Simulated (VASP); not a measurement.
Wanted: the native input for a VASP 6.6.1 run.

* Task: single point
* Functional: r2SCAN
* Dispersion: D3(BJ)
* Potentials or basis: VASP PAW PBE potentials, release 64 (Zn, S)
* Cutoff: 520 eV
* k mesh: 9 × 9 × 9
* Occupations: fermi-dirac, width 0.05 eV
* Spin: no spin polarisation
* Dipole correction: no
* Further INCAR settings: ALGO = Normal; EDIFF = 1e-06; NBANDS = 16

The system is ZnS.

```
Zn S
1.0
     0.00000    2.75499    2.75499
     2.75499    0.00000    2.75499
     2.75499    2.75499    0.00000
Zn S
1 1
Cartesian
  4.1325 4.1325 4.1325
  0.0000 0.0000 0.0000
```

One way to write it, as run:

POSCAR

```
ZnS
1.0
    0.0000000000      2.7549938462      2.7549938462
    2.7549938462      0.0000000000      2.7549938462
    2.7549938462      2.7549938462      0.0000000000
Zn S
1 1
Direct
    0.7500000000      0.7500000000      0.7500000000
    0.0000000000      0.0000000000      0.0000000000
```

INCAR.step1

```
PREC = Accurate
ENCUT = 520
ISMEAR = -1
SIGMA = 0.05
LREAL = F
LASPH = T
NELM = 60
NBANDS = 16
GGA = PE
ALGO = Normal
EDIFF = 1E-4
LWAVE = T
LCHARG = F
```

INCAR.step2

```
PREC = Accurate
ENCUT = 520
EDIFF = 1E-6
ISMEAR = -1
SIGMA = 0.05
LREAL = F
LASPH = T
NELM = 60
ALGO = Normal
ISIF = 2
LWAVE = F
LCHARG = T
METAGGA = R2SCAN
LMIXTAU = T
IVDW = 12
VDW_S6 = 1.0
VDW_S8 = 0.78981345
VDW_A1 = 0.49484001
VDW_A2 = 5.73083694
LELF = T
LVHAR = T
NBANDS = 16
ISTART = 1
```

KPOINTS

```
Automatic mesh
0
Gamma
  9 9 9
```

Potentials or basis: VASP PAW PBE potentials, release 64 (Zn, S).

The run is started by

```console
$ cat potpaw_PBE.64/Zn/POTCAR potpaw_PBE.64/S/POTCAR > POTCAR
$ cp INCAR.step1 INCAR
$ mpirun -np 1 vasp_std > vasp.out
$ cp INCAR.step2 INCAR
$ mpirun -np 1 vasp_std > vasp.out
```

It gave:

```yaml
Pressure: -5.6 GPa
Band_gap_on_the_k_mesh: 2.41 eV
Dispersion_energy_per_atom: -0.138 eV
```

Caveat: the cell stands under tension; the PAW data sets were made with another functional, which shifts forces and pressure a little.

Run time: 61 s on 1 thread of Intel(R) Xeon(R) Platinum 8488C (Sapphire Rapids), with other jobs on the host, peak memory 0.19 GiB.
